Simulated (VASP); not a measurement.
MgF2: single point with HSE06

MgF2:

```xyz
6
Lattice="4.4301 0.0000 0.0000 0.0000 4.4303 0.0000 0.0000 0.0000 3.1380" Properties=species:S:1:pos:R:3 pbc="T T T"
Mg    2.2150    2.2151    1.5690
Mg    0.0000    0.0000    0.0000
F     3.5639    0.8659    1.5690
F     0.8662    3.5644    1.5690
F     1.3489    1.3493    0.0000
F     3.0812    3.0810    0.0000
```

This cell differs from its parent crystal: epitaxial xy strain -4.2%.

```json
{
  "Program": "VASP 6.6.1",
  "Task": "single point",
  "Functional": "HSE06",
  "Potentials or basis": "VASP PAW PBE potentials, release 64 (Mg, F)",
  "Cutoff": "520 eV",
  "k mesh": "4 × 4 × 6",
  "Occupations": "gaussian, width 0.01 eV",
  "Spin": "no spin polarisation"
}
```

| Item | Value |
| --- | --- |
| Pressure | 7.0 GPa |
| Largest force | 0.009 eV/Å |
| Band gap on the k mesh | 9.70 eV |

Forces in eV/Å, atoms in the order of the input:
```
Mg   0.000  0.000  0.000
Mg   0.000  0.000  0.000
F    0.006 -0.006  0.000
F   -0.006  0.006  0.000
F    0.006  0.006  0.000
F   -0.006 -0.006  0.000
```

Stress tensor (GPa, compression positive):
```
10.15  0.00  0.00
 0.00 10.15  0.00
 0.00  0.00  0.72
```

Levels at points of the mesh, in eV from the valence-band top:
```csv
k point,band 13,band 14,band 15,band 16,band 17,band 18,band 19,band 20
"(0.00, 0.00, 0.00)",-0.73,-0.21,-0.21,0.00,9.70,14.88,14.88,15.83
"(0.50, 0.00, 0.00)",-1.04,-1.04,-0.37,-0.37,12.30,12.30,16.06,16.06
"(0.00, 0.50, 0.00)",-1.04,-1.04,-0.37,-0.37,12.30,12.30,16.06,16.06
"(0.50, 0.50, 0.00)",-0.85,-0.85,-0.74,-0.74,14.08,14.08,14.30,14.30
"(0.00, 0.00, 0.50)",-1.27,-1.27,-0.90,-0.90,14.44,14.44,17.57,17.57
"(0.50, 0.00, 0.50)",-0.67,-0.67,-0.66,-0.66,15.56,15.56,16.24,16.24
"(0.00, 0.50, 0.50)",-0.67,-0.67,-0.66,-0.66,15.56,15.56,16.24,16.24
"(0.50, 0.50, 0.50)",-0.61,-0.61,-0.41,-0.41,15.92,15.92,16.75,16.75
```

It took 44 min on 4 MPI ranks on Intel(R) Xeon(R) Platinum 8488C (Sapphire Rapids) (shared host), peak memory 0.33 GiB a rank.

Caveat: the cell differs from its parent crystal (epitaxial xy strain -4.2%); the cell stands under pressure; the PAW data sets were made with another functional, which shifts forces and pressure a little.
